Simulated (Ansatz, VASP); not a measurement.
# One calculation of SrAl5, two programs

INCAR

```
ALGO = Normal
EDIFF = 1E-7
EDIFFG = -0.01
ENCUT = 600
GGA = PE
IBRION = 2
ISIF = 3
ISMEAR = 0
LASPH = T
LCHARG = F
LREAL = F
LWAVE = F
NELM = 80
NSW = 100
PREC = Accurate
SIGMA = 0.1
```

The input KPOINTS:

```
k-points
0
Gamma
  8 8 8
```

Contents of POSCAR:

```
SrAl5
1.0
    0.0000000000      3.9873454177      3.9873454177
    3.9873454177      0.0000000000      3.9873454177
    3.9873454177      3.9873454177      0.0000000000
Sr Al
1 5
Direct
    0.5000000000      0.5000000000      0.5000000000
    0.8763357322      0.3709928034      0.8763357322
    0.8763357322      0.8763357322      0.8763357322
    0.3709928034      0.8763357322      0.8763357322
    0.8763357322      0.8763357322      0.3709928034
    0.2500000000      0.2500000000      0.2500000000
```

Input for Ansatz:

```yaml
crystal:
  lattice:
    - [0.0, 3.9873454177, 3.9873454177]
    - [3.9873454177, 0.0, 3.9873454177]
    - [3.9873454177, 3.9873454177, 0.0]
  atoms:
    - { symbol: Sr, position: [0.5, 0.5, 0.5] }
    - { symbol: Al, position: [0.8763357322, 0.3709928034, 0.8763357322] }
    - { symbol: Al, position: [0.8763357322, 0.8763357322, 0.8763357322] }
    - { symbol: Al, position: [0.3709928034, 0.8763357322, 0.8763357322] }
    - { symbol: Al, position: [0.8763357322, 0.8763357322, 0.3709928034] }
    - { symbol: Al, position: [0.25, 0.25, 0.25] }
basis:
  ecutwfc: 420
kpoints:
  mp_grid: { grid: [8, 8, 8] }
hamiltonian:
  xc: pbe
scf:
  occupations: { method: gaussian, width: 0.1 }
output:
  forces: true
  stress: true
  eigenvalues: true
relax:
  adjacent_minimum: "off"
  f_tol: 0.01
  max_steps: 80
  cell: { stress_tol: 0.05 }
```

Alike in both runs: task relaxation of cell and atoms; functional PBE; k mesh 8 × 8 × 8; occupations gaussian, width 0.1 eV; no spin polarisation.

```csv
,VASP,Ansatz
version,VASP 6.6.1,Ansatz 0.2.0
potentials or method,"VASP PAW PBE potentials, release 64 (Sr_sv, Al), cutoff 600 eV","scalar-relativistic, plane waves, PAW"
valence electrons in the cell,25,25
```

Ansatz gave:

- gap on the k mesh at the Fermi level, each at its own relaxed structure (eV): none
- relaxed volume (Å³/atom): 21.16
- relaxed cell length with the largest relative difference (Å): 5.641

Question: Which values does VASP return?

Answer: gap on the k mesh at the Fermi level, each at its own relaxed structure (eV): none; relaxed volume (Å³/atom): 21.18; relaxed cell length with the largest relative difference (Å): 5.643.

A gap of «none» marks a metal or a gap that the smearing closes.
